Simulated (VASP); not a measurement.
Wanted: the native input for a VASP 6.6.1 run.

* Task: single point
* Functional: PBE
* Potentials or basis: VASP PAW PBE potentials, release 64 (Hf_pv, Nb_sv, F)
* Cutoff: 600 eV
* k mesh: 4 × 4 × 4
* Occupations: gaussian, width 0.1 eV
* Spin: no spin polarisation
* Dipole correction: no
* Further INCAR settings: ALGO = Normal; EDIFF = 1e-06; NBANDS = 36

The structure of HfNb3F lies in POSCAR:

```
HfNb3F
1.0
    4.4045688983      0.0000000000      0.0000000000
    0.0000000000      4.4045688983      0.0000000000
    0.0000000000      0.0000000000      4.4045688983
Hf Nb F
1 3 1
Direct
    0.0000000000      0.0000000000      0.0000000000
    0.0000000000      0.5000000000      0.5000000000
    0.5000000000      0.0000000000      0.5000000000
    0.5000000000      0.5000000000      0.0000000000
    0.5000000000      0.5000000000      0.5000000000
```

The input as run:

INCAR

```
PREC = Accurate ; ENCUT = 600
EDIFF = 1E-6 ; ISMEAR = 0
SIGMA = 0.1 ; LREAL = F
LASPH = T ; NELM = 120
ALGO = Normal ; ISIF = 2
LWAVE = F ; LCHARG = F
GGA = PE ; NBANDS = 36
GGA_COMPAT = F
```

KPOINTS

```
Automatic mesh
0
Gamma
  4 4 4
```

Potentials or basis: VASP PAW PBE potentials, release 64 (Hf_pv, Nb_sv, F).

Launch:

```sh
$ cat potpaw_PBE.64/Hf_pv/POTCAR potpaw_PBE.64/Nb_sv/POTCAR potpaw_PBE.64/F/POTCAR > POTCAR
$ mpirun -np 1 vasp_std > vasp.out
```

It gave:

```
Pressure               : -0.1 GPa
Band gap on the k mesh : zero (band 28 reaches 9.87 eV, above the bottom of band 29 at 8.91 eV)
```

Caveat: spin-orbit coupling is left out, which moves the levels of the heavy elements.

Run time: 25 s on 1 thread of AMD EPYC 9R45 96-Core Processor (Zen 5) (shared host), peak memory 0.19 GiB.
